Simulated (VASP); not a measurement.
Input of a VASP 6.6.1 run:

Contents of INCAR:

```
SYSTEM = TaN
  PREC = Accurate
  ENCUT = 520
  EDIFF = 1E-7
  ISMEAR = 0
  SIGMA = 0.15
  LREAL = .False.
  LASPH = .True.
  NELM = 80
  ALGO = Normal
  ISIF = 2
  LWAVE = .False.
  LCHARG = .False.
  GGA = PE
  NBANDS = 15
```

File KPOINTS:

```
Automatic mesh
0
Gamma
  20 20 20
  0 0 0
```

File POSCAR:

```
TaN
1.0
    0.0000000000      2.2081122570      2.2081122570
    2.2081122570      0.0000000000      2.2081122570
    2.2081122570      2.2081122570      0.0000000000
Ta N
1 1
Direct
    0.5000000000      0.5000000000      0.5000000000
    0.0000000000      0.0000000000      0.0000000000
```

Potentials or basis: VASP PAW PBE potentials, release 64 (Ta_pv, N).

Command:

```sh
$ cat potpaw_PBE.64/Ta_pv/POTCAR potpaw_PBE.64/N/POTCAR > POTCAR
$ mpirun -np 1 vasp_std > vasp.out
```

Task: Predict the band gap on the k mesh.

Result: Zero (band 8 reaches 11.27 eV, above the bottom of band 9 at 7.33 eV).

Task: What does it give for the pressure?

Result: 1.0 GPa.

Caveat: spin-orbit coupling is left out, which moves the levels of the heavy elements.
